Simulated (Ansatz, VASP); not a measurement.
**Two plane-wave programs on GaCo**

Contents of INCAR:

```
SYSTEM = GaCo
ALGO = Normal ; EDIFF = 1E-6
ENCUT = 520 ; GGA = PE
ISIF = 2 ; ISMEAR = -1
ISPIN = 2 ; LASPH = .True.
LCHARG = .False. ; LMAXMIX = 4
LORBIT = 11 ; LREAL = .False.
LWAVE = .False. ; MAGMOM = 0 1.8
NBANDS = 22 ; NELM = 150
PREC = Accurate ; SIGMA = 0.05
```

The input KPOINTS:

```
k-points
0
Gamma
  8 8 8
  0 0 0
```

Contents of POSCAR:

```
GaCo
1.0
    2.8586839818      0.0000000000      0.0000000000
    0.0000000000      2.8586839818      0.0000000000
    0.0000000000      0.0000000000      2.8586839818
Ga Co
1 1
Direct
    0.5000000000      0.5000000000      0.5000000000
    0.0000000000      0.0000000000      0.0000000000
```

Input for Ansatz:

```yaml
crystal:
  lattice:
    - [2.8586839817555356, 0.0, 0.0]
    - [0.0, 2.8586839817555356, 0.0]
    - [0.0, 0.0, 2.8586839817555356]
  atoms:
    - { symbol: Ga, position: [0.5, 0.5, 0.5] }
    - { symbol: Co, position: [0.0, 0.0, 0.0], spin: 1.8 }
basis:
  ecutwfc: 500.0
kpoints:
  mp_grid:
    grid: [8, 8, 8]
hamiltonian:
  xc: pbe
magnetization:
  spin_polarized: true
scf:
  occupations:
    method: fermi_dirac
    width: 0.05
```

Alike in both runs: task single point; functional PBE; k mesh 8 × 8 × 8; occupations fermi-dirac, width 0.05 eV; collinear spin.

|  | VASP | Ansatz |
| --- | --- | --- |
| version | VASP 6.6.1 | Ansatz 0.2.0 |
| potentials or method | VASP PAW PBE potentials, release 64 (Ga_d, Co), cutoff 520 eV | plane waves, PAW |
| valence electrons in the cell | 22 | 30 |

```csv
,VASP,Ansatz,Ansatz less VASP
net moment per atom (μB),0.09,0.10,+0.010
size of the moment on the site where the two differ most (μB),0.19,0.22,+0.027
```

Site moments also hang on the region over which each program counts them. The functional is the same, so the differences come from potentials, cutoffs and numerics. VASP's potentials hold 22 valence electrons a cell and Ansatz's 30, so a difference there can come from the potentials and not from the codes.
